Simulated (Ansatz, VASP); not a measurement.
## V in VASP and in Ansatz

```xyz
1
Lattice="-1.5204 1.5204 1.5204 1.5204 -1.5204 1.5204 1.5204 1.5204 -1.5204" Properties=species:S:1:pos:R:3 pbc="T T T"
V     0.0000    0.0000    0.0000
```

Alike in both runs: task relaxation of cell and atoms; functional PBE; k mesh 10 × 10 × 10; occupations gaussian, width 0.1 eV; no spin polarisation.

```csv
,VASP,Ansatz
version,VASP 6.6.1,Ansatz 0.2.0
potentials or method,"VASP PAW PBE potentials, release 64 (V_sv), cutoff 500 eV","scalar-relativistic, plane waves, PAW"
valence electrons in the cell,13,13
```

|  | VASP | Ansatz | Ansatz less VASP |
| --- | --- | --- | --- |
| gap on the k mesh at the Fermi level, each at its own relaxed structure (eV) | none | none | - |
| relaxed volume (Å³/atom) | 13.55 | 13.54 | -0.013 |
| relaxed length of the cell vector where the two differ most in proportion (Å) | 2.601 | 2.600 | -0.0008 |

A gap of «none» marks a metal or a gap that the smearing closes.
